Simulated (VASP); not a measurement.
Here is a VASP 6.6.1 calculation.

The input INCAR:

```
PREC = Accurate ; ENCUT = 520
EDIFF = 1E-6 ; ISMEAR = 0
SIGMA = 0.15 ; LREAL = False
LASPH = True ; NELM = 80
ALGO = Normal ; ISIF = 2
LWAVE = False ; LCHARG = False
GGA = PS ; NBANDS = 16
```

The input KPOINTS:

```
Automatic mesh
0
Gamma
  14 14 14
```

File POSCAR:

```
HgTe
1.0
    0.0000000000      3.2235000000      3.1751475000
    3.2235000000      0.0000000000      3.1751475000
    3.2235000000      3.2235000000      0.0000000000
Hg Te
1 1
Direct
    0.0000000000      0.0000000000      0.0000000000
    0.7500000000      0.7500000000      0.7500000000
```

Potentials or basis: VASP PAW PBE potentials, release 64 (Hg, Te).

Command:

```bash
$ cat potpaw_PBE.64/Hg/POTCAR potpaw_PBE.64/Te/POTCAR > POTCAR
$ mpirun -np 1 vasp_std > vasp.out
```

Question: What does it give for the pressure?

Answer: 2.2 GPa.

Stress tensor (GPa, compression positive):
```
2.13 0.00 0.00
0.00 2.13 0.00
0.00 0.00 2.34
```

Caveat: the cell differs from its parent crystal (strain +0.000 along x and y, -0.015 along z); the PAW data sets were made with another functional, which shifts forces and pressure a little.
